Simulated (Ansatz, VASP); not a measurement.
## SiC: VASP beside Ansatz

INCAR

```
SYSTEM = SiC
PREC     = Accurate       ! precision mode
ENCUT    = 600            ! plane-wave cutoff, eV
EDIFF    = 1E-6           ! SCF threshold, eV
ISMEAR   = 0              ! smearing method
SIGMA    = 0.02           ! smearing width, eV
LREAL    = .FALSE.        ! projectors in reciprocal space
LASPH    = .TRUE.         ! aspherical terms in the spheres
NELM     = 80             ! most SCF steps
ALGO     = Normal         ! electronic algorithm
ISIF     = 3              ! what is computed and relaxed
LWAVE    = .FALSE.        ! write WAVECAR
LCHARG   = .FALSE.        ! write CHGCAR
GGA      = CA             ! functional
IBRION   = 2              ! ionic algorithm
NSW      = 100            ! ionic steps
EDIFFG   = -0.005         ! ionic threshold
```

KPOINTS

```
regular mesh
0
G
  12 12 4
  0 0 0
```

File POSCAR:

```
SiC
1.0
    3.0756941500      0.0000000000      0.0000000000
   -1.5378470700      2.6636292700      0.0000000000
    0.0000000000      0.0000000000     10.0706464800
Si C
4 4
Direct
    0.6666666700      0.3333333300      0.9378419800
    0.3333333300      0.6666666700      0.4378419800
    0.0000000000      0.0000000000      0.6878943800
    0.0000000000      0.0000000000      0.1878943800
    0.6666666700      0.3333333300      0.7498025900
    0.3333333300      0.6666666700      0.2498025900
    0.0000000000      0.0000000000      0.5004600500
    0.0000000000      0.0000000000      0.0004600500
```

Input for Ansatz:

```yaml
crystal:
  lattice:
    - [3.07569415, 0.0, 0.0]
    - [-1.53784707, 2.66362927, 0.0]
    - [0.0, 0.0, 10.07064648]
  atoms:
    - { symbol: Si, position: [0.66666667, 0.33333333, 0.93784198] }
    - { symbol: Si, position: [0.33333333, 0.66666667, 0.43784198] }
    - { symbol: Si, position: [0.0, 0.0, 0.68789438] }
    - { symbol: Si, position: [0.0, 0.0, 0.18789438] }
    - { symbol: C, position: [0.66666667, 0.33333333, 0.74980259] }
    - { symbol: C, position: [0.33333333, 0.66666667, 0.24980259] }
    - { symbol: C, position: [0.0, 0.0, 0.50046005] }
    - { symbol: C, position: [0.0, 0.0, 0.00046005] }
basis:
  ecutwfc: 420
kpoints:
  mp_grid: { grid: [12, 12, 4] }
hamiltonian:
  xc: lda
scf:
  occupations: { method: gaussian, width: 0.02 }
output:
  forces: true
  stress: true
  eigenvalues: true
  write_density: true
  write_potential: true
  elf: true
  volumetric_format: npy
relax:
  adjacent_minimum: "off"
  f_tol: 0.005
  max_steps: 80
  cell: { stress_tol: 0.05 }
```

Alike in both runs: task relaxation of cell and atoms; functional LDA; k mesh 12 × 12 × 4; occupations gaussian, width 0.02 eV; no spin polarisation.

|  | VASP | Ansatz |
| --- | --- | --- |
| version | VASP 6.6.1 | Ansatz 0.2.0 |
| potentials or method | VASP PAW LDA potentials, release 64 (Si, C), cutoff 600 eV | scalar-relativistic, plane waves, PAW |
| valence electrons in the cell | 32 | 32 |

Ansatz gave:

```
gap on the k mesh at the Fermi level, each at its own relaxed structure (eV) : 2.18
relaxed volume (Å³/atom)                                                     : 10.14
relaxed cell length with the largest relative difference (Å)                 : 10.012
```

Question: Which values does VASP return?

Answer: gap on the k mesh at the Fermi level, each at its own relaxed structure (eV): 2.17; relaxed volume (Å³/atom): 10.15; relaxed cell length with the largest relative difference (Å): 10.017.

LDA's correlation is that of Perdew and Zunger in VASP and of Perdew and Wang (1992) in Ansatz.
